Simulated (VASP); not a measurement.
# ZnCd3O4 (P-4m2) in VASP: single point with PBE

Aim: the single point of ZnCd3O4 with PBE.

All numbers are computed with VASP 6.6.1; they aren't measurements. Logs are shortened: lines on timing, memory, paths and dates and some standing lists are left out, and cuts for length are marked.

## Step 1: The cell of the first run

Symmetry: P-4m2, No. 115, tetragonal system. The conventional cell has a = 3.517 Å, b = 3.517 Å, c = 10.102 Å, α = 90.00°, β = 90.00°, γ = 90.00°. Within 2.7 Å of Zn (site symmetry -4m2) lie 4 O at 2.03 Å. Cd (site symmetry 2mm) has 4 O at 2.22 Å within 2.9 Å. Within 2.9 Å of Cd (site symmetry -4m2) lie 4 O at 2.22 Å. Within 2.7 Å of O (site symmetry 2mm) lie 2 Zn at 2.03 Å and 2 Cd at 2.22 Å. O (site symmetry 2mm) has 4 Cd at 2.22 Å within 2.9 Å.

## Step 2: Single point, PBE

INCAR

```
SYSTEM = ZnCd3O4
ALGO = Normal ; EDIFF = 1E-7
ENCUT = 520 ; GGA = PE
ISIF = 2 ; ISMEAR = 0
LASPH = .True. ; LCHARG = .False.
LREAL = .False. ; LWAVE = .False.
NBANDS = 46 ; NELM = 80
PREC = Accurate ; SIGMA = 0.1
```

KPOINTS

```
k-points
0
Gamma
  10 10 4
  0 0 0
```

POSCAR

```
ZnCd3O4
1.0
    3.5171178596      0.0000000000      0.0000000000
    0.0000000000      3.5171178596      0.0000000000
    0.0000000000      0.0000000000     10.1020991912
Zn Cd O
1 3 4
Direct
    0.5000000000      0.5000000000      0.0000000000
    0.0000000000      0.0000000000      0.7668006708
    0.0000000000      0.0000000000      0.2331993292
    0.5000000000      0.5000000000      0.5000000000
    0.5000000000      0.0000000000      0.9004830572
    0.0000000000      0.5000000000      0.0995169428
    0.5000000000      0.0000000000      0.3665613610
    0.0000000000      0.5000000000      0.6334386390
```

Potentials or basis: VASP PAW PBE potentials, release 64 (Zn, Cd, O).

Command:

```sh
$ cat potpaw_PBE.64/Zn/POTCAR potpaw_PBE.64/Cd/POTCAR potpaw_PBE.64/O/POTCAR > POTCAR
$ mpirun -np 1 vasp_std > vasp.out
```

OUTCAR:

```text
SYSTEM = ZnCd3O4
   EDIFF = 1E-7
   ENCUT = 520
   GGA = PE
   ISIF = 2
   ISMEAR = 0
   LASPH = .True.
   LREAL = .False.
   NELM = 80
   PREC = Accurate

 ion  position               nearest neighbor table
   1  0.500  0.500  0.000-   5 2.03   6 2.03   5 2.03   6 2.03
   2  0.000  0.000  0.767-   8 2.22   8 2.22   5 2.22   5 2.22   4 3.67   4 3.67   4 3.67   4 3.67

   3  0.000  0.000  0.233-   7 2.22   7 2.22   6 2.22   6 2.22   4 3.67   4 3.67   4 3.67   4 3.67

   4  0.500  0.500  0.500-   7 2.22   8 2.22   7 2.22   8 2.22   2 3.67   3 3.67   2 3.67   2 3.67
                             3 3.67   3 3.67   2 3.67   3 3.67
   5  0.500  0.000  0.900-   1 2.03   1 2.03   2 2.22   2 2.22
   6  0.000  0.500  0.100-   1 2.03   1 2.03   3 2.22   3 2.22
   7  0.500  0.000  0.367-   3 2.22   3 2.22   4 2.22   4 2.22
   8  0.000  0.500  0.633-   2 2.22   2 2.22   4 2.22   4 2.22

  LATTYP: Found a simple tetragonal cell.
 ALAT       =     3.5171178596
 C/A-ratio  =     2.8722663256

  Lattice vectors:

 A1 = (   3.5171178596,   0.0000000000,   0.0000000000)
 A2 = (   0.0000000000,   3.5171178596,   0.0000000000)
 A3 = (   0.0000000000,   0.0000000000,  10.1020991912)

Analysis of symmetry for initial positions (statically):
=====================================================================
 Subroutine PRICEL returns:
 Original cell was already a primitive cell.

 Routine SETGRP: Setting up the symmetry group for a
 simple tetragonal supercell.

 Subroutine GETGRP returns: Found  8 space group operations
 (whereof  8 operations were pure point group operations)
 out of a pool of 16 trial point group operations.

The static configuration has the point symmetry D_2d.

Analysis of symmetry for dynamics (positions and initial velocities):
=====================================================================
 Subroutine PRICEL returns:
 Original cell was already a primitive cell.

 Routine SETGRP: Setting up the symmetry group for a
 simple tetragonal supercell.

 Subroutine GETGRP returns: Found  8 space group operations
 (whereof  8 operations were pure point group operations)
 out of a pool of 16 trial point group operations.

The dynamic configuration has the point symmetry D_2d.

 Subroutine INISYM returns: Found  8 space group operations
 (whereof  8 operations are pure point group operations),
 and found     1 'primitive' translations

----------------------------------------------------------------------------------------

                                     Primitive cell

  volume of cell :     124.9642

  direct lattice vectors                    reciprocal lattice vectors
     3.517117860  0.000000000  0.000000000     0.284323710  0.000000000  0.000000000
     0.000000000  3.517117860  0.000000000     0.000000000  0.284323710  0.000000000
     0.000000000  0.000000000 10.102099191     0.000000000  0.000000000  0.098989327

  length of vectors
     3.517117860  3.517117860 10.102099191     0.284323710  0.284323710  0.098989327

  position of ions in fractional coordinates (direct lattice)
     0.500000000  0.500000000  0.000000000
     0.000000000  0.000000000  0.766800671
     0.000000000  0.000000000  0.233199329
     0.500000000  0.500000000  0.500000000
     0.500000000  0.000000000  0.900483057
     0.000000000  0.500000000  0.099516943
     0.500000000  0.000000000  0.366561361
     0.000000000  0.500000000  0.633438639

  ion indices of the primitive-cell ions
   primitive index   ion index
                 1           1
                 2           2
                 3           3
                 4           4
                 5           5
                 6           6
                 7           7
                 8           8

----------------------------------------------------------------------------------------

 KPOINTS: k-points

Automatic generation of k-mesh.
 Grid dimensions read from file:
 generate k-points for:   10   10    4

 Generating k-lattice:

  Cartesian coordinates                     Fractional coordinates (reciprocal lattice)
     0.028432371  0.000000000  0.000000000     0.100000000  0.000000000  0.000000000
     0.000000000  0.028432371  0.000000000     0.000000000  0.100000000  0.000000000
     0.000000000  0.000000000  0.024747332     0.000000000  0.000000000  0.250000000

  Length of vectors
     0.028432371  0.028432371  0.024747332

  Shift w.r.t. Gamma in fractional coordinates (k-lattice)
     0.000000000  0.000000000  0.000000000

 Subroutine IBZKPT returns following result:
 ===========================================

 Found     63 irreducible k-points:

 Following reciprocal coordinates:
            Coordinates               Weight
  0.000000  0.000000  0.000000      1.000000
  0.100000  0.000000  0.000000      4.000000
  0.200000  0.000000  0.000000      4.000000
  0.300000  0.000000  0.000000      4.000000
  0.400000  0.000000  0.000000      4.000000
  0.500000  0.000000  0.000000      2.000000
[... 16 lines left out ...]
  0.100000  0.000000  0.250000      8.000000
  0.200000  0.000000  0.250000      8.000000
 [... further k-points ...]
   k-points           NKPTS =     63   k-points in BZ     NKDIM =     63   number of bands    NBANDS=     46
   number of dos      NEDOS =    301   number of ions     NIONS =      8
   total plane-waves  NPLWV =  62720
   dimension x,y,z NGX =    28 NGY =   28 NGZ =   80
   dimension x,y,z NGXF=    56 NGYF=   56 NGZF=  160
   ions per type =               1   3   4
   NGX,Y,Z   is equivalent  to a cutoff of  13.23, 13.23, 13.17 a.u.
   NGXF,Y,Z  is equivalent  to a cutoff of  26.47, 26.47, 26.33 a.u.
 SYSTEM =  ZnCd3O4
   PREC   = accura    normal or accurate (medium, high low for compatibility)
   ISTART =      0    job   : 0-new  1-cont  2-samecut
   ICHARG =      2    charge: 1-file 2-atom 10-const
   ISPIN  =      1    spin polarized calculation?
   LNONCOLLINEAR =      F non collinear calculations
   LSORBIT =      F    spin-orbit coupling
   LASPH  =      T    aspherical Exc in radial PAW
   ENCUT  =  520.0 eV  38.22 Ry    6.18 a.u.   6.54  6.54 18.78*2*pi/ulx,y,z
   NELM   =     80;   NELMIN=  2; NELMDL= -5     # of ELM steps
   EDIFF  = 0.1E-06   stopping-criterion for ELM
   LREAL  =      F    real-space projection
   EDIFFG = 0.1E-05   stopping-criterion for IOM
   NSW    =      0    number of steps for IOM
   IBRION =     -1    ionic relax: 0-MD 1-quasi-New 2-CG
   NFREE  =      0    steps in history (QN), initial steepest desc. (CG)
   ISIF   =      2    stress and relaxation
   ISYM   =      2    0-nonsym 1-usesym 2-fastsym
   POTIM  = 0.5000    time-step for ionic-motion
   TEBEG  =    0.0;   TEEND  =   0.0 temperature during run
   PSTRESS=    0.0 pullay stress
   NELECT =      72.0000    total number of electrons
   NUPDOWN=      -1.0000    fix difference up-down
   EMIN   =  10.00;   EMAX   =-10.00  energy-range for DOS
   EFERMI =   0.00;   METHOD = LEGACY
   ISMEAR =     0;   SIGMA  =   0.10  broadening in eV -4-tet -1-fermi 0-gaus
   EFERMI_NEDOS =   21; number of points for ismear=-14 and -15
   IALGO  =     38    algorithm
   IMIX   =      4    mixing-type and parameters
     AMIX     =   0.40;   BMIX     =  1.00
     AMIX_MAG =   1.60;   BMIX_MAG =  1.00
  volume/ion in A,a.u.               =      15.62       105.41
  Fermi-wavevector in a.u.,A,eV,Ry     =   1.362251  2.574281 25.248714  1.855728
  Thomas-Fermi vector in A             =   2.488757
   LORBIT       =      0    0 simple, 1 ext, 2 COOP (PROOUT), +10 PAW based schemes
   GGA     = PE    functional components
   LHFCALC =     F    Hartree Fock is set to
   AEXX    =    0.0000 exact exchange contribution
   IVDW    =     0    specifies the selected vdW correction
   LEPSILON=     F    determine dielectric tensor
   LRPA    =     F    only Hartree local field effects (RPA)
 non-spin polarized calculation
 Gauss-broadening in eV      SIGMA  =   0.10
  energy-cutoff  :      520.00
  volume of cell :      124.96
 maximum number of plane-waves:      3430
 NGX is ok and might be reduce to    28
   NGX = 13   NGY = 13   NGZ = 37

 number of electron      72.0000038 magnetization

 Free energy of the ion-electron system (eV)
  ---------------------------------------------------
  ext. energy  EPLUGINS =         0.00000000
  ---------------------------------------------------
  free energy    TOTEN  =       -31.86978279 eV

  energy without entropy =      -31.86905990  energy(sigma->0) =      -31.86942135

 E-fermi :   0.4310     XC(G=0): -10.1914

 val. band max:        0.3562285766   @ k =   0.0000   0.0000   0.0000
 cond. band min:       0.8526145901   @ k =   0.0000   0.0000   0.2500
 fundamental gap:      0.4963860135
 Fermi energy:         0.4310398727

 k-point     1 :       0.0000    0.0000    0.0000
  band No.  band energies     occupation
      1     -16.6891      2.00000
      2     -16.3354      2.00000
      3     -16.2809      2.00000
      4     -16.1213      2.00000
      5      -6.7266      2.00000
      6      -6.6483      2.00000
[... 38 lines left out ...]
     45      12.1672      0.00000
     46      12.1672      0.00000

 k-point     2 :       0.1000    0.0000    0.0000
  band No.  band energies     occupation
      1     -16.6651      2.00000
      2     -16.3230      2.00000
      3     -16.2736      2.00000
      4     -16.1226      2.00000
      5      -6.6945      2.00000
      6      -6.6204      2.00000
[... 38 lines left out ...]
     45      11.2856      0.00000
     46      11.7622      0.00000

 k-point     3 :       0.2000    0.0000    0.0000
  band No.  band energies     occupation
      1     -16.5986      2.00000
      2     -16.2899      2.00000
      3     -16.2564      2.00000
      4     -16.1277      2.00000
      5      -6.6282      2.00000
      6      -6.5755      2.00000
[... 38 lines left out ...]
     45      10.8223      0.00000
     46      11.3788      0.00000

 k-point     4 :       0.3000    0.0000    0.0000
  band No.  band energies     occupation
      1     -16.5050      2.00000
      2     -16.2491      2.00000
      3     -16.2401      2.00000
      4     -16.1395      2.00000
      5      -6.5834      2.00000
      6      -6.5168      2.00000
[... 920 lines left out ...]
     45      11.9182      0.00000
     46      12.1846      0.00000

 k-point    23 :       0.1000    0.0000    0.2500
  band No.  band energies     occupation
      1     -16.6620      2.00000
      2     -16.3569      2.00000
      3     -16.2296      2.00000
      4     -16.1361      2.00000
      5      -6.7116      2.00000
      6      -6.5909      2.00000
[... 38 lines left out ...]
     45      11.1086      0.00000
     46      11.6638      0.00000

 k-point    24 :       0.2000    0.0000    0.2500
  band No.  band energies     occupation
      1     -16.5962      2.00000
      2     -16.3199      2.00000
      3     -16.2176      2.00000
      4     -16.1388      2.00000
      5      -6.6335      2.00000
      6      -6.5566      2.00000
[... 38 lines left out ...]
     45      10.4962      0.00000
     46      11.1255      0.00000

 [... further k-points ...]
[... 5 lines left out ...]
  --------------------------------------------------------------------------------------
  -------------------------------------------------------------------------------------
  Total        0.8230236      0.8230236      0.8918107      0.0000000      0.0000000      0.0000000
  in kB       10.5520631     10.5520631     11.4339890      0.0000000      0.0000000      0.0000000
  external PRESSURE =      10.8460384 kB  Pullay stress =       0.0000000 kB

 VOLUME and BASIS-vectors are now :
 -----------------------------------------------------------------------------
  energy-cutoff  :      520.00
  volume of cell :      124.96
      direct lattice vectors                 reciprocal lattice vectors
     3.517117860  0.000000000  0.000000000     0.284323710  0.000000000  0.000000000
     0.000000000  3.517117860  0.000000000     0.000000000  0.284323710  0.000000000
     0.000000000  0.000000000 10.102099191     0.000000000  0.000000000  0.098989327

 POSITION                                       TOTAL-FORCE (eV/Angst)
 -----------------------------------------------------------------------------------
      1.75856      1.75856      0.00000        -0.000000      0.000000      0.000000
      0.00000      0.00000      7.74630        -0.000000     -0.000000      0.000357
      0.00000      0.00000      2.35580        -0.000000     -0.000000     -0.000357
      1.75856      1.75856      5.05105        -0.000000     -0.000000      0.000000
      1.75856      0.00000      9.09677         0.000000     -0.000000      0.041292
      0.00000      1.75856      1.00533        -0.000000     -0.000000     -0.041292
      1.75856      0.00000      3.70304         0.000000     -0.000000      0.001384
      0.00000      1.75856      6.39906        -0.000000     -0.000000     -0.001384
 -----------------------------------------------------------------------------------
    total drift:                                0.000000      0.000000      0.000000

  FREE ENERGIE OF THE ION-ELECTRON SYSTEM (eV)
  ---------------------------------------------------
  free  energy   TOTEN  =       -31.8697827946 eV

  energy  without entropy=      -31.8690599014  energy(sigma->0) =      -31.86942135
```

Wall time 13 min (1 thread of Intel Xeon 8259CL, shared host); peak memory 0.45 GiB.

Results:

| Quantity | Value |
| --- | --- |
| Free energy | -31.8698 eV |
| Pressure | 1.1 GPa |
| Largest force | 0.041 eV/Å |
| Band gap on the k mesh | zero (filled and empty bands touch) |

Forces in eV/Å, atoms in the order of the input:
```
Zn   0.000  0.000  0.000
Cd   0.000  0.000  0.000
Cd   0.000  0.000  0.000
Cd   0.000  0.000  0.000
O    0.000  0.000  0.041
O    0.000  0.000 -0.041
O    0.000  0.000  0.001
O    0.000  0.000 -0.001
```

Caveat: semilocal functionals underestimate gaps, and a narrow one can read as zero.

The gap in the log of VASP goes by the Fermi energy; the results here count the filled bands.